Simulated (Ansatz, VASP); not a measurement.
**Two plane-wave programs on SiC**

```
Si C
1.0
     1.54742   -2.68023    0.00000
     1.54742    2.68023    0.00000
     0.00000    0.00000   15.18646
Si C
6 6
Direct
  0.16666 0.83334 0.85771
  0.83334 0.16666 0.35771
  0.50000 0.50000 0.52448
  0.50000 0.50000 0.02448
  0.83333 0.16667 0.69121
  0.16667 0.83333 0.19121
  0.50000 0.50000 0.64984
  0.50000 0.50000 0.14984
  0.16667 0.83333 0.98269
  0.83333 0.16667 0.48269
  0.83333 0.16667 0.81620
  0.16667 0.83333 0.31620
```

Alike in both runs: task relaxation of cell and atoms; functional LDA; k mesh 12 × 12 × 2; occupations gaussian, width 0.02 eV; no spin polarisation.

```csv
,VASP,Ansatz
version,VASP 6.6.1,Ansatz 0.2.0
potentials or method,"VASP PAW LDA potentials, release 64 (Si, C), cutoff 600 eV","scalar-relativistic, plane waves, PAW"
valence electrons in the cell,48,48
```

```tsv
	VASP	Ansatz	Ansatz less VASP
gap on the k mesh at the Fermi level, each at its own relaxed structure (eV)	1.97	1.98	+0.011
relaxed volume (Å³/atom)	10.15	10.14	-0.010
relaxed cell length with the largest relative difference (Å)	15.016	15.011	-0.0051
```

LDA's correlation is that of Perdew and Zunger in VASP and of Perdew and Wang (1992) in Ansatz. Ansatz's warnings: near symmetry operations not taken.
